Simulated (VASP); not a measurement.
# Be2CdS3 (P-4m2) in VASP: further runs

Be2CdS3 is run at these levels: PBE; tasks: single point.

Program: VASP 6.6.1. These are calculated values, not measurements. Logs are shortened: lines on timing, memory, paths and dates and some standing lists are left out, and cuts for length are marked.

## (1) The cell of the first run

Symmetry: P-4m2, No. 115, tetragonal system. Conventional cell: a = 3.461 Å, b = 3.461 Å, c = 10.838 Å, α = 90.00°, β = 90.00°, γ = 90.00°. Be (site symmetry 2mm) has 5 S at 2.04 to 2.49 Å within 2.7 Å. Cd (site symmetry -4m2) has 4 S at 2.45 Å within 3.2 Å. Within 3.2 Å of S (site symmetry -4m2) lie 4 Cd at 2.45 Å. Within 2.7 Å of S (site symmetry 2mm) lie 5 Be at 2.04 to 2.49 Å.

## (2) Single point, PBE

INCAR

```
SYSTEM = Be2CdS3
PREC     = Accurate       ! precision mode
ENCUT    = 520            ! plane-wave cutoff, eV
EDIFF    = 1E-6           ! SCF threshold, eV
ISMEAR   = 0              ! smearing method
SIGMA    = 0.1            ! smearing width, eV
LREAL    = .FALSE.        ! projectors in reciprocal space
LASPH    = .TRUE.         ! aspherical terms in the spheres
NELM     = 80             ! most SCF steps
ALGO     = Normal         ! electronic algorithm
ISIF     = 2              ! what is computed and relaxed
LWAVE    = .FALSE.        ! write WAVECAR
LCHARG   = .FALSE.        ! write CHGCAR
GGA      = PE             ! functional
NBANDS   = 26             ! bands
```

KPOINTS

```
regular mesh
0
G
  6 6 2
  0 0 0
```

POSCAR

```
Be2CdS3
1.0
    3.4608146064      0.0000000000      0.0000000000
    0.0000000000      3.4608146064      0.0000000000
    0.0000000000      0.0000000000     10.8376326220
Be Cd S
2 1 3
Direct
    0.0000000000      0.5000000000      0.5727235745
    0.5000000000      0.0000000000      0.4272764255
    0.0000000000      0.0000000000      0.0000000000
    0.5000000000      0.5000000000      0.0000000000
    0.0000000000      0.5000000000      0.3844578904
    0.5000000000      0.0000000000      0.6155421096
```

Potentials or basis: VASP PAW PBE potentials, release 64 (Be, Cd, S).

Command:

```
> cat potpaw_PBE.64/Be/POTCAR potpaw_PBE.64/Cd/POTCAR potpaw_PBE.64/S/POTCAR > POTCAR
> mpirun -np 1 vasp_std > vasp.out
```

OUTCAR:

```text
SYSTEM = Be2CdS3
   PREC = Accurate
   ENCUT = 520
   EDIFF = 1E-6
   ISMEAR = 0
   LREAL = .FALSE.
   LASPH = .TRUE.
   NELM = 80
   ISIF = 2
   GGA = PE

 ion  position               nearest neighbor table
   1  0.000  0.500  0.573-   5 2.04   6 2.49   6 2.49   6 2.49   6 2.49
   2  0.500  0.000  0.427-   6 2.04   5 2.49   5 2.49   5 2.49   5 2.49
   3  0.000  0.000  0.000-   4 2.45   4 2.45   4 2.45   4 2.45
   4  0.500  0.500  0.000-   3 2.45   3 2.45   3 2.45   3 2.45
   5  0.000  0.500  0.384-   1 2.04   2 2.49   2 2.49   2 2.49   2 2.49
   6  0.500  0.000  0.616-   2 2.04   1 2.49   1 2.49   1 2.49   1 2.49

  LATTYP: Found a simple tetragonal cell.
 ALAT       =     3.4608146064
 C/A-ratio  =     3.1315264915

  Lattice vectors:

 A1 = (   3.4608146064,   0.0000000000,   0.0000000000)
 A2 = (   0.0000000000,   3.4608146064,   0.0000000000)
 A3 = (   0.0000000000,   0.0000000000,  10.8376326220)

Analysis of symmetry for initial positions (statically):
=====================================================================
 Subroutine PRICEL returns:
 Original cell was already a primitive cell.

 Routine SETGRP: Setting up the symmetry group for a
 simple tetragonal supercell.

 Subroutine GETGRP returns: Found  8 space group operations
 (whereof  8 operations were pure point group operations)
 out of a pool of 16 trial point group operations.

The static configuration has the point symmetry D_2d.

Analysis of symmetry for dynamics (positions and initial velocities):
=====================================================================
 Subroutine PRICEL returns:
 Original cell was already a primitive cell.

 Routine SETGRP: Setting up the symmetry group for a
 simple tetragonal supercell.

 Subroutine GETGRP returns: Found  8 space group operations
 (whereof  8 operations were pure point group operations)
 out of a pool of 16 trial point group operations.

The dynamic configuration has the point symmetry D_2d.

 Subroutine INISYM returns: Found  8 space group operations
 (whereof  8 operations are pure point group operations),
 and found     1 'primitive' translations

----------------------------------------------------------------------------------------

[... 94 lines left out ...]
   NELM   =     80;   NELMIN=  2; NELMDL= -5     # of ELM steps
   EDIFF  = 0.1E-05   stopping-criterion for ELM
   LREAL  =      F    real-space projection
   EDIFFG = 0.1E-04   stopping-criterion for IOM
   NSW    =      0    number of steps for IOM
   IBRION =     -1    ionic relax: 0-MD 1-quasi-New 2-CG
   NFREE  =      0    steps in history (QN), initial steepest desc. (CG)
   ISIF   =      2    stress and relaxation
   ISYM   =      2    0-nonsym 1-usesym 2-fastsym
   POTIM  = 0.5000    time-step for ionic-motion
   TEBEG  =    0.0;   TEEND  =   0.0 temperature during run
   PSTRESS=    0.0 pullay stress
   NELECT =      34.0000    total number of electrons
   NUPDOWN=      -1.0000    fix difference up-down
   EMIN   =  10.00;   EMAX   =-10.00  energy-range for DOS
   EFERMI =   0.00;   METHOD = LEGACY
   ISMEAR =     0;   SIGMA  =   0.10  broadening in eV -4-tet -1-fermi 0-gaus
   EFERMI_NEDOS =   21; number of points for ismear=-14 and -15
   IALGO  =     38    algorithm
   IMIX   =      4    mixing-type and parameters
     AMIX     =   0.40;   BMIX     =  1.00
     AMIX_MAG =   1.60;   BMIX_MAG =  1.00
  volume/ion in A,a.u.               =      21.63       145.99
  Fermi-wavevector in a.u.,A,eV,Ry     =   1.047460  1.979412 14.927937  1.097172
  Thomas-Fermi vector in A             =   2.182341
   LORBIT       =      0    0 simple, 1 ext, 2 COOP (PROOUT), +10 PAW based schemes
   GGA     = PE    functional components
   LHFCALC =     F    Hartree Fock is set to
   AEXX    =    0.0000 exact exchange contribution
   IVDW    =     0    specifies the selected vdW correction
   LEPSILON=     F    determine dielectric tensor
   LRPA    =     F    only Hartree local field effects (RPA)
 non-spin polarized calculation
 Gauss-broadening in eV      SIGMA  =   0.10
  energy-cutoff  :      520.00
  volume of cell :      129.80
 maximum number of plane-waves:      3544
 NGX is ok and might be reduce to    28
   NGX = 13   NGY = 13   NGZ = 41

 number of electron      34.0000006 magnetization

 Free energy of the ion-electron system (eV)
  ---------------------------------------------------
  ext. energy  EPLUGINS =         0.00000000
  ---------------------------------------------------
  free energy    TOTEN  =       -22.40976527 eV

  energy without entropy =      -22.40482895  energy(sigma->0) =      -22.40729711

 E-fermi :   3.1202     XC(G=0):  -8.4503

 val. band max:        2.3420556522   @ k =   0.3333   0.0000   0.5000
 cond. band min:       3.1577320457   @ k =   0.5000   0.0000   0.5000
 fundamental gap:      0.8156763934
 Fermi energy:         3.1202423004

 k-point     1 :       0.0000    0.0000    0.0000
  band No.  band energies     occupation
      1     -11.7282      2.00000
      2     -11.3303      2.00000
      3     -10.2506      2.00000
      4      -6.3910      2.00000
      5      -6.0764      2.00000
      6      -5.8171      2.00000
[... 569 lines left out ...]
     25       9.5227      0.00000
     26       9.8583      0.00000

------------------------ aborting loop because EDIFF is reached ----------------------------------------

  FORCE on cell =-STRESS in cart. coord.  units (eV):
  Direction    XX          YY          ZZ          XY          YZ          ZX
  --------------------------------------------------------------------------------------
  -------------------------------------------------------------------------------------
  Total        0.2710515      0.2710515      0.0266914      0.0000000      0.0000000      0.0000000
  in kB        3.3455788      3.3455788      0.3294505      0.0000000      0.0000000      0.0000000
  external PRESSURE =       2.3402027 kB  Pullay stress =       0.0000000 kB

 VOLUME and BASIS-vectors are now :
 -----------------------------------------------------------------------------
  energy-cutoff  :      520.00
  volume of cell :      129.80
      direct lattice vectors                 reciprocal lattice vectors
     3.460814606  0.000000000  0.000000000     0.288949312  0.000000000  0.000000000
     0.000000000  3.460814606  0.000000000     0.000000000  0.288949312  0.000000000
     0.000000000  0.000000000 10.837632622     0.000000000  0.000000000  0.092271074

 POSITION                                       TOTAL-FORCE (eV/Angst)
 -----------------------------------------------------------------------------------
      0.00000      1.73041      6.20697        -0.000000     -0.000000     -0.028379
      1.73041      0.00000      4.63066        -0.000000     -0.000000      0.028379
      0.00000      0.00000      0.00000         0.000000     -0.000000      0.000000
      1.73041      1.73041      0.00000        -0.000000      0.000000      0.000000
      0.00000      1.73041      4.16661         0.000000      0.000000      0.006910
      1.73041      0.00000      6.67102        -0.000000     -0.000000     -0.006910
 -----------------------------------------------------------------------------------
    total drift:                               -0.000000      0.000000     -0.000000

  FREE ENERGIE OF THE ION-ELECTRON SYSTEM (eV)
  ---------------------------------------------------
  free  energy   TOTEN  =       -22.4097652673 eV

  energy  without entropy=      -22.4048289463  energy(sigma->0) =      -22.40729711
```

OSZICAR:

```text
N       E                     dE             d eps       ncg     rms          rms(c)
DAV:   1     0.191641374589E+03    0.19164E+03   -0.15141E+04  1040   0.113E+03
DAV:   2    -0.858639649199E+01   -0.20023E+03   -0.18800E+03  1234   0.251E+02
DAV:   3    -0.235064621003E+02   -0.14920E+02   -0.14761E+02  1364   0.694E+01
DAV:   4    -0.237696522486E+02   -0.26319E+00   -0.26261E+00  1312   0.947E+00
DAV:   5    -0.237758159138E+02   -0.61637E-02   -0.61613E-02  1350   0.145E+00    0.145E+01
DAV:   6    -0.225146840735E+02    0.12611E+01   -0.24310E+00  1306   0.115E+01    0.962E+00
DAV:   7    -0.224273865823E+02    0.87297E-01   -0.10859E+00  1276   0.523E+00    0.312E+00
DAV:   8    -0.224098753648E+02    0.17511E-01   -0.16357E-01  1318   0.310E+00    0.883E-01
DAV:   9    -0.224093730933E+02    0.50227E-03   -0.13727E-02  1250   0.970E-01    0.415E-01
DAV:  10    -0.224097838333E+02   -0.41074E-03   -0.31400E-03  1364   0.327E-01    0.201E-01
DAV:  11    -0.224095748733E+02    0.20896E-03   -0.47660E-04  1286   0.119E-01    0.110E-01
DAV:  12    -0.224096780388E+02   -0.10317E-03   -0.79267E-05  1148   0.572E-02    0.481E-02
DAV:  13    -0.224097664945E+02   -0.88456E-04   -0.12678E-04  1130   0.594E-02    0.372E-02
DAV:  14    -0.224097624051E+02    0.40893E-05   -0.92006E-06  1342   0.157E-02    0.115E-02
DAV:  15    -0.224097650710E+02   -0.26659E-05   -0.36332E-06   976   0.108E-02    0.486E-03
DAV:  16    -0.224097652673E+02   -0.19626E-06   -0.16969E-07  1014   0.306E-03
   1 F= -.22409765E+02 E0= -.22407297E+02  d E =-.493632E-02
```

Wall time 49 s (1 thread of Intel Xeon Platinum 8559C (Emerald Rapids), shared host); peak memory 0.26 GiB.

What came out:

```
Free energy            : -22.4098 eV
Pressure               : 0.2 GPa
Largest force          : 0.028 eV/Å
Band gap on the k mesh : zero (band 17 reaches 3.16 eV, above the bottom of band 18 at 2.19 eV)
```

Forces on the atoms (eV/Å):
```
Be   0.000  0.000 -0.028
Be   0.000  0.000  0.028
Cd   0.000  0.000  0.000
S    0.000  0.000  0.000
S    0.000  0.000  0.007
S    0.000  0.000 -0.007
```

## (3) Single point, PBE

INCAR

```
SYSTEM = Be2CdS3
PREC     = Accurate       ! precision mode
ENCUT    = 600            ! plane-wave cutoff, eV
EDIFF    = 1E-6           ! SCF threshold, eV
ISMEAR   = 0              ! smearing method
SIGMA    = 0.1            ! smearing width, eV
LREAL    = .FALSE.        ! projectors in reciprocal space
LASPH    = .TRUE.         ! aspherical terms in the spheres
NELM     = 120            ! most SCF steps
ALGO     = Normal         ! electronic algorithm
ISIF     = 2              ! what is computed and relaxed
LWAVE    = .FALSE.        ! write WAVECAR
LCHARG   = .FALSE.        ! write CHGCAR
GGA      = PE             ! functional
NBANDS   = 30             ! bands
GGA_COMPAT= .FALSE.
```

KPOINTS is that of step 2.

POSCAR is that of step 2.

Potentials or basis: VASP PAW PBE potentials, release 64 (Be, Cd_sv_GW, S).

Command:

```
> cat potpaw_PBE.64/Be/POTCAR potpaw_PBE.64/Cd_sv_GW/POTCAR potpaw_PBE.64/S/POTCAR > POTCAR
> mpirun -np 1 vasp_std > vasp.out
```

It took 65 s on 1 thread of Intel Xeon 6975P-C (Granite Rapids), shared host; peak memory 0.31 GiB.

It converged, with:

```
Free energy            : -22.5195 eV
Pressure               : -0.2 GPa
Largest force          : 0.029 eV/Å
Band gap on the k mesh : zero (band 21 reaches 3.75 eV, above the bottom of band 22 at 2.79 eV)
```

Forces in eV/Å, atoms in the order of the input:
```
Be   0.000  0.000 -0.029
Be   0.000  0.000  0.029
Cd   0.000  0.000  0.000
S    0.000  0.000  0.000
S    0.000  0.000  0.007
S    0.000  0.000 -0.007
```

Stress tensor (GPa, compression positive):
```
-0.19  0.00  0.00
 0.00 -0.19  0.00
 0.00  0.00 -0.08
```

Levels at points of the mesh, in eV from the Fermi level:
```csv
k point,band 19,band 20,band 21,band 22,band 23,band 24
"(0.00, 0.00, 0.00)",-2.66,-1.85,-1.85,0.63,1.28,1.34
"(0.50, 0.00, 0.00)",-1.87,-1.86,0.04,1.78,2.51,2.70
"(0.50, 0.50, 0.00)",-3.92,-3.92,-1.89,-0.92,0.06,0.06
"(0.00, 0.00, 0.50)",-2.67,-1.85,-1.85,0.72,1.24,1.30
"(0.50, 0.00, 0.50)",-1.87,-1.86,0.04,2.05,2.48,2.56
"(0.50, 0.50, 0.50)",-3.92,-3.92,-1.90,-0.91,0.05,0.05
```
